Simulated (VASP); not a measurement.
Input of a VASP 6.6.1 run:

Contents of INCAR:

```
SYSTEM = Ta
PREC = Accurate
ENCUT = 500
EDIFF = 1E-7
ISMEAR = -1
SIGMA = 0.1
LREAL = .False.
LASPH = .True.
NELM = 120
ALGO = Normal
ISIF = 3
LWAVE = .False.
LCHARG = .False.
GGA = PS
IBRION = 2
NSW = 80
EDIFFG = -0.02
GGA_COMPAT = .False.
NELMIN = 4
```

The input KPOINTS:

```
Automatic mesh
0
Gamma
  13 13 7
  0 0 0
```

Contents of POSCAR:

```
Ta
1.0
    2.9003720000      0.0000000000      0.0000000000
   -1.4501860000      2.5117958324      0.0000000000
    0.0000000000      0.0000000000      5.1662740000
Ta
2
Direct
    0.6666666667      0.3333333333      0.7500000000
    0.3333333333      0.6666666667      0.2500000000
```

Potentials or basis: VASP PAW PBE potentials, release 64 (Ta_pv).

Run with:

```bash
$ cat potpaw_PBE.64/Ta_pv/POTCAR > POTCAR
$ mpirun -np 1 vasp_std > vasp.out
```

Task: Estimate the relaxed volume.

Result: 18.13 Å³/atom.

Task: Predict the band gap on the k mesh.

Result: Zero (bands 11 and 12 overlap by 1.73 eV).

Step by step:
```tsv
step	energy change (eV)	largest force (eV/Å)	pressure (GPa)	volume (Å³)
1	0.0000	0.0000	-6.81	37.64
2	0.1291	0.0000	19.08	33.45
3	-0.0295	0.0000	-0.20	36.33
4	-0.0295	0.0000	-0.01	36.29
5	-0.0295	0.0000	0.14	36.27
6	-0.0296	0.0000	0.14	36.26
```

Caveat: the PAW data sets were made with another functional, which shifts forces and pressure a little; spin-orbit coupling is left out, which moves the levels of the heavy elements.
